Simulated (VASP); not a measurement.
Bi2Te2O: single point with PBE

Crystal: Bi2Te2O.

```
Bi Te O
1.0
     5.44328    0.00000    0.00000
    -2.72164    4.71402    0.00000
     0.00000    0.00000    7.48292
Bi Te O
2 2 1
Direct
  0.00000 0.00000 0.21923
  0.00000 0.00000 0.78077
  0.33333 0.66667 0.00000
  0.66667 0.33333 0.00000
  0.00000 0.00000 0.50000
```

The cell was built from a structure type or drawn by symmetry, and may not be a known phase.

```
Program             : VASP 6.6.1
Task                : single point
Functional          : PBE
Potentials or basis : VASP PAW PBE potentials, release 64 (Bi_d, Te, O)
Cutoff              : 520 eV
k mesh              : 6 × 6 × 4
Occupations         : gaussian, width 0.1 eV
Spin                : no spin polarisation
```

```yaml
Pressure: 0.0 GPa
Largest_force: 0.030 eV/Å
Band_gap_on_the_k_mesh: zero (bands 24 and 25 overlap by 1.51 eV)
```

Forces in eV/Å, atoms in the order of the input:
```
Bi   0.000  0.000 -0.030
Bi   0.000  0.000  0.030
Te   0.000  0.000  0.000
Te   0.000  0.000  0.000
O    0.000  0.000  0.000
```

Stress tensor (GPa, compression positive):
```
-0.06  0.00  0.00
 0.00 -0.06  0.00
 0.00  0.00  0.06
```

Levels at points of the mesh, in eV from the Fermi level:
| k point | band 20 | band 21 | band 22 | band 23 | band 24 | band 25 | band 26 | band 27 | band 28 | band 29 |
| --- | --- | --- | --- | --- | --- | --- | --- | --- | --- | --- |
| (0.00, 0.00, 0.00) | -3.94 | -2.37 | -2.37 | -2.14 | -0.84 | -0.59 | -0.37 | -0.37 | 3.17 | 3.17 |
| (0.50, 0.00, 0.00) | -3.35 | -2.84 | -1.66 | -0.82 | -0.73 | 0.23 | 0.75 | 0.96 | 0.99 | 1.85 |
| (0.00, 0.00, 0.50) | -3.56 | -3.11 | -3.11 | -2.68 | -0.60 | 0.33 | 0.33 | 1.66 | 2.34 | 2.73 |
| (0.50, 0.00, 0.50) | -2.80 | -1.92 | -1.75 | -1.27 | -0.04 | 0.42 | 0.73 | 0.75 | 2.32 | 2.39 |

Run time: 110 s on 1 thread of Intel(R) Xeon(R) 6975P-C (Granite Rapids) (shared host), peak memory 0.36 GiB.

Caveat: spin-orbit coupling is left out, which moves the levels of the heavy elements.
